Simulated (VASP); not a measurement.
Wanted: the native input for a VASP 6.6.1 run.

```yaml
Task: single point
Functional: PBEsol
Dispersion: D3(BJ)
Potentials_or_basis: VASP PAW PBE potentials, release 64 (Tl_d)
Cutoff: 520 eV
k_mesh: 10 × 10 × 10
Occupations: fermi-dirac, width 0.1 eV
Spin: non-collinear spin, typed start
Starting_moments: "[[0.0, 0.0, 0.5]] μB"
Dipole_correction: no
Further_INCAR_settings: ALGO = Fast; EDIFF = 1e-07; NBANDS = 24
```

The structure of Tl lies in POSCAR:

```
Tl
1.0
   -1.9559951735      1.9559951735      1.9559951735
    1.9559951735     -1.9559951735      1.9559951735
    1.9559951735      1.9559951735     -1.9559951735
Tl
1
Direct
    0.0000000000      0.0000000000      0.0000000000
```

This isn't the form of Tl at room conditions, which is hcp.

These files were run (other wordings do the same):

INCAR

```
PREC     = Accurate       # precision mode
ENCUT    = 520            # plane-wave cutoff, eV
EDIFF    = 1E-7           # SCF threshold, eV
ISMEAR   = -1             # smearing method
SIGMA    = 0.1            # smearing width, eV
LREAL    = F              # projectors in reciprocal space
LASPH    = T              # aspherical terms in the spheres
NELM     = 150            # most SCF steps
ALGO     = Fast           # electronic algorithm
ISIF     = 2              # what is computed and relaxed
LWAVE    = F              # write WAVECAR
LCHARG   = F              # write CHGCAR
LNONCOLLINEAR= T              # non-collinear magnetism
MAGMOM   = 0 0 0.5        # initial moments
LORBIT   = 11             # projections on sites
GGA      = PS             # functional
IVDW     = 12             # dispersion correction
NBANDS   = 24             # bands
```

KPOINTS

```
regular mesh
0
Gamma
  10 10 10
```

Potentials or basis: VASP PAW PBE potentials, release 64 (Tl_d).

Command:

```console
$ cat potpaw_PBE.64/Tl_d/POTCAR > POTCAR
$ mpirun -np 1 vasp_ncl > vasp.out
```

It gave:

```yaml
Pressure: -3.6 GPa
Band_gap_on_the_k_mesh: zero (bands 13 and 14 overlap by 12.94 eV)
Net_moment: 0.00 μB per cell
Valence_electrons_inside_the_program's_atomic_spheres: Tl 11.19
Dispersion_energy_per_atom: -0.366 eV
```

Caveat: the cell stands under tension; the PAW data sets were made with another functional, which shifts forces and pressure a little; spin-orbit coupling is left out, which moves the levels of the heavy elements.

Wall time 8.3 min on 1 thread of Intel Xeon 8259CL, with other jobs on the host, peak memory 0.34 GiB.
